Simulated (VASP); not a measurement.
Write the native input for VASP 6.6.1 that does the following.

* Task: single point
* Functional: PBE
* Potentials or basis: VASP PAW PBE potentials, release 64 (Co)
* Cutoff: 520 eV
* k mesh: 24 × 24 × 13
* Occupations: fermi-dirac, width 0.05 eV
* Spin: collinear spin, ferromagnetic start
* Starting moments: [1.69, 1.69] μB
* Dipole correction: no
* Further INCAR settings: ALGO = Normal; EDIFF = 1e-06; NBANDS = 20

The structure of Co lies in POSCAR:

```
Co
1.0
    2.4935221926      0.0000000000      0.0000000000
   -1.2467610963      2.1594535637      0.0000000000
    0.0000000000      0.0000000000      4.0277844638
Co
2
Direct
    0.3333333333      0.6666666667      0.2500000000
    0.6666666667      0.3333333333      0.7500000000
```

The input as run:

INCAR

```
PREC     = Accurate       # precision mode
ENCUT    = 520            # plane-wave cutoff, eV
EDIFF    = 1E-6           # SCF threshold, eV
ISMEAR   = -1             # smearing method
SIGMA    = 0.05           # smearing width, eV
LREAL    = False          # projectors in reciprocal space
LASPH    = True           # aspherical terms in the spheres
NELM     = 150            # most SCF steps
ALGO     = Normal         # electronic algorithm
ISIF     = 2              # what is computed and relaxed
LWAVE    = False          # write WAVECAR
LCHARG   = False          # write CHGCAR
ISPIN    = 2              # spin polarisation
MAGMOM   = 1.69 1.69      # initial moments
LORBIT   = 11             # projections on sites
LMAXMIX  = 4              # l up to which the mixer works
GGA      = PE             # functional
NBANDS   = 20             # bands
```

KPOINTS

```
regular mesh
0
Gamma
  24 24 13
```

Potentials or basis: VASP PAW PBE potentials, release 64 (Co).

Launch:

```sh
$ cat potpaw_PBE.64/Co/POTCAR > POTCAR
$ mpirun -np 1 vasp_std > vasp.out
```

It gave:

```
Pressure                                              : -0.4 GPa
Net moment                                            : 3.21 μB per cell
Site moments                                          : Co +1.63 μB
Valence electrons inside the program's atomic spheres : Co 8.27
```

It took 8.8 min on 1 thread of Intel Xeon 8259CL (shared host), peak memory 0.35 GiB.
